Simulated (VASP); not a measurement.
**AlRu: single point with PBE**

Crystal: AlRu.

```xyz
2
Lattice="3.0042 0.0000 0.0000 0.0000 3.0042 0.0000 0.0000 0.0000 3.0042" Properties=species:S:1:pos:R:3 pbc="T T T"
Al    0.0000    0.0000    0.0000
Ru    1.5021    1.5021    1.5021
```

```json
{
 "Program": "VASP 6.6.1",
 "Task": "single point",
 "Functional": "PBE",
 "Potentials or basis": "VASP PAW PBE potentials, release 64 (Al, Ru_pv)",
 "Cutoff": "520 eV",
 "k mesh": "18 × 18 × 18",
 "Occupations": "gaussian, width 0.1 eV",
 "Spin": "no spin polarisation",
 "Dipole correction": "no",
 "Further INCAR settings": "ALGO = Fast; EDIFF = 1e-06; NBANDS = 16"
}
```

The pressure is -0.2 GPa.

Levels at points of the mesh, in eV from the Fermi level:
```
           k point  band 7  band 8  band 9  band 10  band 11  band 12
(0.00, 0.00, 0.00)    0.18    0.18    0.18     6.03     6.03     6.03
(0.50, 0.00, 0.00)   -1.57   -1.57    0.43     2.25     7.46    10.97
(0.50, 0.50, 0.00)   -1.35   -1.14   -1.14     1.51     5.24     6.11
(0.50, 0.50, 0.50)    1.60    1.60    2.51     4.11     4.11     4.11
```

Wall time 51 s on 1 thread of Intel Xeon 6975P-C, with other jobs on the host, peak memory 0.21 GiB.
